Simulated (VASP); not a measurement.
# CsH (F-43m) in VASP: a series of runs

The runs below take CsH through single point, relaxation of cell and atoms, with PBEsol.

Everything below comes from runs of VASP 6.6.1. Logs are shortened: lines on timing, memory, paths and dates and some standing lists are left out, and cuts for length are marked.

**1. The cell of the first run**

It takes space group F-43m (No. 216, cubic). Conventional cell: a = 6.848 Å, b = 6.848 Å, c = 6.848 Å, α = 90.00°, β = 90.00°, γ = 90.00°. Within 3.9 Å of Cs (site symmetry -43m) lie 4 H at 2.97 Å. H (site symmetry -43m) has 4 Cs at 2.97 Å within 3.9 Å.

**2. Single point, PBEsol**

File INCAR:

```
PREC = Accurate
ENCUT = 520
EDIFF = 1E-6
ISMEAR = -1
SIGMA = 0.03
LREAL = F
LASPH = T
NELM = 100
ALGO = Normal
ISIF = 2
LWAVE = F
LCHARG = F
GGA = PS
NBANDS = 12
```

File KPOINTS:

```
Automatic mesh
0
Gamma
  6 6 6
```

File POSCAR:

```
CsH
1.0
    0.0000000000      3.4242135598      3.4242135598
    3.4242135598      0.0000000000      3.4242135598
    3.4242135598      3.4242135598      0.0000000000
Cs H
1 1
Direct
    0.0000000000      0.0000000000      0.0000000000
    0.7500000000      0.7500000000      0.7500000000
```

Potentials or basis: VASP PAW PBE potentials, release 64 (Cs_sv, H).

Command:

```bash
$ cat potpaw_PBE.64/Cs_sv/POTCAR potpaw_PBE.64/H/POTCAR > POTCAR
$ mpirun -np 1 vasp_std > vasp.out
```

OUTCAR:

```text
PREC = Accurate
   ENCUT = 520
   EDIFF = 1E-6
   ISMEAR = -1
   LREAL = F
   LASPH = T
   NELM = 100
   ISIF = 2
   GGA = PS

 ion  position               nearest neighbor table
   1  0.000  0.000  0.000-
   2  0.750  0.750  0.750-

  LATTYP: Found a face centered cubic cell.
 ALAT       =     6.8484271196

  Lattice vectors:

 A1 = (   0.0000000000,   3.4242135598,   3.4242135598)
 A2 = (   3.4242135598,   0.0000000000,   3.4242135598)
 A3 = (   3.4242135598,   3.4242135598,   0.0000000000)

Analysis of symmetry for initial positions (statically):
=====================================================================
 Subroutine PRICEL returns:
 Original cell was already a primitive cell.

 Routine SETGRP: Setting up the symmetry group for a
 face centered cubic supercell.

 Subroutine GETGRP returns: Found 24 space group operations
 (whereof 24 operations were pure point group operations)
 out of a pool of 48 trial point group operations.

The static configuration has the point symmetry T_d .

Analysis of symmetry for dynamics (positions and initial velocities):
=====================================================================
 Subroutine PRICEL returns:
 Original cell was already a primitive cell.

 Routine SETGRP: Setting up the symmetry group for a
 face centered cubic supercell.

 Subroutine GETGRP returns: Found 24 space group operations
 (whereof 24 operations were pure point group operations)
 out of a pool of 48 trial point group operations.

The dynamic configuration has the point symmetry T_d .

 Subroutine INISYM returns: Found 24 space group operations
 (whereof 24 operations are pure point group operations),
 and found     1 'primitive' translations

----------------------------------------------------------------------------------------

                                     Primitive cell

  volume of cell :      80.2994

  direct lattice vectors                    reciprocal lattice vectors
     0.000000000  3.424213560  3.424213560    -0.146018930  0.146018930  0.146018930
     3.424213560  0.000000000  3.424213560     0.146018930 -0.146018930  0.146018930
     3.424213560  3.424213560  0.000000000     0.146018930  0.146018930 -0.146018930

  length of vectors
     4.842569257  4.842569257  4.842569257     0.252912206  0.252912206  0.252912206

[... 76 lines left out ...]
   NFREE  =      0    steps in history (QN), initial steepest desc. (CG)
   ISIF   =      2    stress and relaxation
   ISYM   =      2    0-nonsym 1-usesym 2-fastsym
   POTIM  = 0.5000    time-step for ionic-motion
   TEBEG  =    0.0;   TEEND  =   0.0 temperature during run
   PSTRESS=    0.0 pullay stress
   NELECT =      10.0000    total number of electrons
   NUPDOWN=      -1.0000    fix difference up-down
   EMIN   =  10.00;   EMAX   =-10.00  energy-range for DOS
   EFERMI =   0.00;   METHOD = LEGACY
   ISMEAR =    -1;   SIGMA  =   0.03  broadening in eV -4-tet -1-fermi 0-gaus
   EFERMI_NEDOS =   21; number of points for ismear=-14 and -15
   IALGO  =     38    algorithm
   IMIX   =      4    mixing-type and parameters
     AMIX     =   0.40;   BMIX     =  1.00
     AMIX_MAG =   1.60;   BMIX_MAG =  1.00
  volume/ion in A,a.u.               =      40.15       270.94
  Fermi-wavevector in a.u.,A,eV,Ry     =   0.817531  1.544909  9.093538  0.668356
  Thomas-Fermi vector in A             =   1.927995
   LORBIT       =      0    0 simple, 1 ext, 2 COOP (PROOUT), +10 PAW based schemes
   GGA     = PS    functional components
   LHFCALC =     F    Hartree Fock is set to
   AEXX    =    0.0000 exact exchange contribution
   IVDW    =     0    specifies the selected vdW correction
   LEPSILON=     F    determine dielectric tensor
   LRPA    =     F    only Hartree local field effects (RPA)
 non-spin polarized calculation
  energy-cutoff  :      520.00
  volume of cell :       80.30
 maximum number of plane-waves:      2200
   NGX = 17   NGY = 17   NGZ = 17

 number of electron      10.0000002 magnetization

 Free energy of the ion-electron system (eV)
  ---------------------------------------------------
  ext. energy  EPLUGINS =         0.00000000
  ---------------------------------------------------
  free energy    TOTEN  =        -4.43919119 eV

  energy without entropy =       -4.43919119  energy(sigma->0) =       -4.43919119

 E-fermi :  -0.1523     XC(G=0):  -6.3730

 val. band max:       -0.8663992198   @ k =  -0.3333   0.5000   0.1667
 cond. band min:       1.8635116664   @ k =   0.5000   0.5000   0.0000
 fundamental gap:      2.7299108862
 Fermi energy:        -0.1522880169

 k-point     1 :       0.0000    0.0000    0.0000
  band No.  band energies     occupation
      1     -21.9483      2.00000
      2      -8.5756      2.00000
      3      -8.5756      2.00000
      4      -8.5756      2.00000
      5      -2.0257      2.00000
      6       3.4497      0.00000
      7       4.1905      0.00000
      8       4.1905      0.00000
      9       4.1905      0.00000
     10       5.8741      0.00000
     11       5.8741      0.00000
     12       9.2768      0.00000
[... 211 lines left out ...]
 k-point    16 :      -0.3333    0.5000    0.1667
  band No.  band energies     occupation
      1     -21.9031      2.00000
      2      -8.9805      2.00000
      3      -8.8103      2.00000
      4      -8.7387      2.00000
      5      -0.8664      2.00000
      6       2.3271      0.00000
      7       3.4525      0.00000
      8       4.8243      0.00000
      9       7.0619      0.00000
     10       7.3031      0.00000
     11       7.3868      0.00000
     12       7.5221      0.00000

------------------------ aborting loop because EDIFF is reached ----------------------------------------

  FORCE on cell =-STRESS in cart. coord.  units (eV):
  Direction    XX          YY          ZZ          XY          YZ          ZX
  --------------------------------------------------------------------------------------
  -------------------------------------------------------------------------------------
  Total        0.0042319      0.0042319      0.0042319      0.0000000      0.0000000     -0.0000000
  in kB        0.0844377      0.0844377      0.0844377      0.0000000      0.0000000     -0.0000000
  external PRESSURE =       0.0844377 kB  Pullay stress =       0.0000000 kB

 VOLUME and BASIS-vectors are now :
 -----------------------------------------------------------------------------
  energy-cutoff  :      520.00
  volume of cell :       80.30
      direct lattice vectors                 reciprocal lattice vectors
     0.000000000  3.424213560  3.424213560    -0.146018930  0.146018930  0.146018930
     3.424213560  0.000000000  3.424213560     0.146018930 -0.146018930  0.146018930
     3.424213560  3.424213560  0.000000000     0.146018930  0.146018930 -0.146018930

 POSITION                                       TOTAL-FORCE (eV/Angst)
 -----------------------------------------------------------------------------------
      0.00000      0.00000      0.00000         0.000000      0.000000     -0.000000
      5.13632      5.13632      5.13632        -0.000000     -0.000000      0.000000
 -----------------------------------------------------------------------------------
    total drift:                               -0.000000     -0.000000     -0.000000

  FREE ENERGIE OF THE ION-ELECTRON SYSTEM (eV)
  ---------------------------------------------------
  free  energy   TOTEN  =        -4.4391911939 eV

  energy  without entropy=       -4.4391911939  energy(sigma->0) =       -4.43919119
```

OSZICAR:

```text
N       E                     dE             d eps       ncg     rms          rms(c)
DAV:   1     0.458861842076E+02    0.45886E+02   -0.38854E+03   384   0.662E+02
DAV:   2    -0.137849549119E+01   -0.47265E+02   -0.45522E+02   520   0.108E+02
DAV:   3    -0.528473230378E+01   -0.39062E+01   -0.39013E+01   480   0.352E+01
DAV:   4    -0.532426848065E+01   -0.39536E-01   -0.39534E-01   440   0.402E+00
DAV:   5    -0.532447004129E+01   -0.20156E-03   -0.20156E-03   496   0.296E-01    0.375E+00
DAV:   6    -0.456485726774E+01    0.75961E+00   -0.56285E-01   420   0.285E+00    0.161E+00
DAV:   7    -0.440770457489E+01    0.15715E+00   -0.79536E-01   428   0.280E+00    0.771E-01
DAV:   8    -0.445660952555E+01   -0.48905E-01   -0.14845E-01   416   0.136E+00    0.656E-01
DAV:   9    -0.443807610632E+01    0.18533E-01   -0.47762E-02   476   0.820E-01    0.630E-02
DAV:  10    -0.443893294888E+01   -0.85684E-03   -0.63661E-03   416   0.274E-01    0.735E-02
DAV:  11    -0.443918021452E+01   -0.24727E-03   -0.14535E-03   432   0.144E-01    0.268E-02
DAV:  12    -0.443918804031E+01   -0.78258E-05   -0.10054E-04   468   0.505E-02    0.352E-03
DAV:  13    -0.443919038241E+01   -0.23421E-05   -0.58813E-06   432   0.111E-02    0.343E-03
DAV:  14    -0.443919119388E+01   -0.81147E-06   -0.88676E-07   452   0.420E-03
   1 F= -.44391912E+01 E0= -.44391912E+01  d E =-.719514E-11
```

stdout:

```text
POSCAR found type information on POSCAR CsH
 POSCAR found :  2 types and       2 ions
 scaLAPACK will be used
 -----------------------------------------------------------------------------
|                                                                             |
|                                                                             |
|     You enforced a specific xc type in the INCAR file but a different       |
|     I HOPE YOU KNOW WHAT YOU ARE DOING!                                     |
|                                                                             |
 -----------------------------------------------------------------------------

 LDA part: xc-table for (Slater+PW92), standard interpolation
 POSCAR, INCAR and KPOINTS ok, starting setup
 FFT: planning ... GRIDC
 FFT: planning ... GRID_SOFT
 FFT: planning ... GRID
 WAVECAR not read
 entering main loop
```

Wall time 6.8 s (1 thread of Intel Xeon 6975P-C (Granite Rapids), shared host); peak memory 0.2 GiB.

What came out:

- Free energy: -4.4392 eV
- Pressure: 0.0 GPa
- Band gap on the k mesh: 2.73 eV, indirect (least direct gap 2.77 eV)

Caveat: the PAW data sets were made with another functional, which shifts forces and pressure a little; spin-orbit coupling is left out, which moves the levels of the heavy elements. Expect the measured gap to be larger: semilocal functionals such as PBEsol lack the derivative discontinuity.

**3. Relaxation of cell and atoms, PBEsol**

This run uses another cell than the first one, of 32.50 Å³/atom, 0.809 times its volume.

File INCAR:

```
PREC = Accurate ; ENCUT = 600
EDIFF = 1E-6 ; ISMEAR = -1
SIGMA = 0.03 ; LREAL = F
LASPH = T ; NELM = 60
ALGO = Normal ; ISIF = 3
LWAVE = F ; LCHARG = F
GGA = PS ; IBRION = 2
NSW = 100 ; EDIFFG = -0.01
```

File KPOINTS:

```
regular mesh
0
Gamma
  6 6 6
```

File POSCAR:

```
CsH
1.0
    0.0000000000      3.1912544200      3.1912544200
    3.1912544200      0.0000000000      3.1912544200
    3.1912544200      3.1912544200      0.0000000000
Cs H
1 1
Direct
    0.0000000000      0.0000000000      0.0000000000
    0.7500000000      0.7500000000      0.7500000000
```

Potentials or basis: VASP PAW PBE potentials, release 64 (Cs_sv, H).

Command:

```bash
$ cat potpaw_PBE.64/Cs_sv/POTCAR potpaw_PBE.64/H/POTCAR > POTCAR
$ mpirun -np 1 vasp_std > vasp.out
```

Wall time 18 s (1 thread of Intel Xeon 6975P-C (Granite Rapids), shared host); peak memory 0.21 GiB.

The run converged. Its results:

```
Free energy                            : -4.4374 eV
Relaxed volume                         : 40.06 Å³/atom
Relaxed cell                           : a = 4.839 Å, b = 4.839 Å, c = 4.839 Å, α = 60.00°, β = 60.00°, γ = 60.00°
Space group after relaxing (to 0.05 Å) : F-43m (No. 216)
Energy gained by relaxing              : 44.4 meV/atom
Ionic steps                            : 4
Pressure after relaxing                : 0.0 GPa
Band gap on the k mesh                 : 2.73 eV, indirect (least direct gap 2.77 eV)
```

Step by step:
| step | energy change (eV) | largest force (eV/Å) | pressure (GPa) | volume (Å³) |
| --- | --- | --- | --- | --- |
| 1 | 0.0000 | 0.0000 | 2.16 | 65.00 |
| 2 | -0.0460 | 0.0000 | 1.37 | 69.21 |
| 3 | -0.0878 | 0.0000 | 0.17 | 78.55 |
| 4 | -0.0887 | 0.0000 | 0.02 | 80.12 |

Final structure:
```xyz
2
Lattice="0.0000 3.4217 3.4217 3.4217 0.0000 3.4217 3.4217 3.4217 0.0000" Properties=species:S:1:pos:R:3 pbc="T T T"
Cs    6.8434    3.4217    3.4217
H     5.1325    5.1325    5.1325
```

Levels at points of the mesh, in eV from the valence-band top:
```
           k point  band 3  band 4  band 5  band 6  band 7  band 8
(0.00, 0.00, 0.00)   -7.71   -7.71   -1.16    4.32    5.06    5.06
(0.50, 0.00, 0.00)   -7.76   -7.76   -0.32    3.70    4.99    4.99
(0.50, 0.50, 0.00)   -7.86   -7.86   -0.05    2.73    4.41    7.76
```

Caveat: the volume moved by over 15 % at a fixed basis, so the end points are rough; the PAW data sets were made with another functional, which shifts forces and pressure a little; spin-orbit coupling is left out, which moves the levels of the heavy elements.
